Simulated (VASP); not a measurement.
NdClO, 6 atoms in the cell. The structure is tetragonal, space group P4/nmm (No. 129). The conventional cell has a = 3.960 Å, b = 3.960 Å, c = 6.982 Å, α = 90.00°, β = 90.00°, γ = 90.00°. Nd (site symmetry 4mm) has 4 O at 2.45 Å and 5 Cl at 2.98 to 3.10 Å within 3.2 Å. O (site symmetry -4m2) has 4 Nd at 2.45 Å and 4 O at 2.80 Å and 4 Cl at 3.15 Å within 3.2 Å. Within 4.0 Å of Cl (site symmetry 4mm) lie 6 Nd at 2.98 to 3.88 Å and 4 O at 3.15 Å and 8 Cl at 3.49 to 3.96 Å. 

* Program: VASP 6.6.1
* Task: single point
* Functional: PBEsol
* Potentials or basis: VASP PAW PBE potentials, release 64 (Nd, O, Cl)
* Cutoff: 520 eV
* k mesh: 5 × 5 × 3
* Occupations: gaussian, width 0.05 eV
* Spin: collinear spin, ferromagnetic start
* Starting moments: [3.0, 3.0, 0.0, 0.0, 0.0, 0.0] μB
* Hubbard terms: Nd f U = 2.0 eV
* Dipole correction: no
* Further INCAR settings: ALGO = Normal; EDIFF = 1e-06; NBANDS = 40

Potentials or basis: VASP PAW PBE potentials, release 64 (Nd, O, Cl).

Command:

```sh
$ cat potpaw_PBE.64/Nd/POTCAR potpaw_PBE.64/O/POTCAR potpaw_PBE.64/Cl/POTCAR > POTCAR
$ mpirun -np 1 vasp_std > vasp.out
```

Hardware: 1 thread of Intel(R) Xeon(R) 6975P-C (Granite Rapids) (shared host).

How long does it take, and how much memory?

Wall time 3 min on 1 thread of Intel(R) Xeon(R) 6975P-C (Granite Rapids), with other jobs on the host, peak memory 0.3 GiB. Counts: scf iterations 26, k points 12.
